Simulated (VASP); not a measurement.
Input of a VASP 6.6.1 run:

The input INCAR:

```
SYSTEM = ScIn3Rh
PREC     = Accurate       ! precision mode
ENCUT    = 500            ! plane-wave cutoff, eV
EDIFF    = 1E-6           ! SCF threshold, eV
ISMEAR   = 0              ! smearing method
SIGMA    = 0.1            ! smearing width, eV
LREAL    = .False.        ! projectors in reciprocal space
LASPH    = .True.         ! aspherical terms in the spheres
NELM     = 120            ! most SCF steps
ALGO     = Normal         ! electronic algorithm
ISIF     = 2              ! what is computed and relaxed
LWAVE    = .False.        ! write WAVECAR
LCHARG   = .False.        ! write CHGCAR
GGA      = PE             ! functional
NBANDS   = 76             ! bands
GGA_COMPAT= .False.
```

Contents of KPOINTS:

```
Automatic mesh
0
Gamma
  4 4 2
  0 0 0
```

POSCAR

```
ScIn3Rh
1.0
    5.1799349036      0.0457301592     -0.0234665607
    1.8994747866      4.8210452840     -0.0546153511
    0.0322308608      0.0688278363      9.2484281323
Sc In Rh
2 6 2
Direct
    0.6008122228      0.2172412584      0.2525259370
    0.7830583341      0.3989552957      0.7476512627
    0.3756860742      0.1714910553      0.9255760783
    0.3913404723      1.1432169944      0.5776379545
    0.2301329394      0.8631401777      0.2468073911
    0.1369797802      0.7699374765      0.7527463908
   -0.1435404672      0.6091638419      0.4228421240
    0.8279139619      0.6243579052      0.0742508896
    0.9025000572      0.0978095876      0.4999330431
    0.8951166249      0.1046864074      1.0000289292
```

Potentials or basis: VASP PAW PBE potentials, release 64 (Sc_sv, In_d, Rh_pv).

Command:

```console
$ cat potpaw_PBE.64/Sc_sv/POTCAR potpaw_PBE.64/In_d/POTCAR potpaw_PBE.64/Rh_pv/POTCAR > POTCAR
$ mpirun -np 1 vasp_std > vasp.out
```

Problem. Predict the pressure.

Solution. 0.0 GPa.

Problem. Estimate the band gap on the k mesh.

Solution. Zero (bands 65 and 66 overlap by 0.52 eV).

Problem. Estimate the largest force.

Solution. 0.024 eV/Å.

Stress tensor (GPa, compression positive):
```
-0.03 -0.07  0.02
-0.07  0.00  0.03
 0.02  0.03 -0.05
```

Caveat: spin-orbit coupling is left out, which moves the levels of the heavy elements.
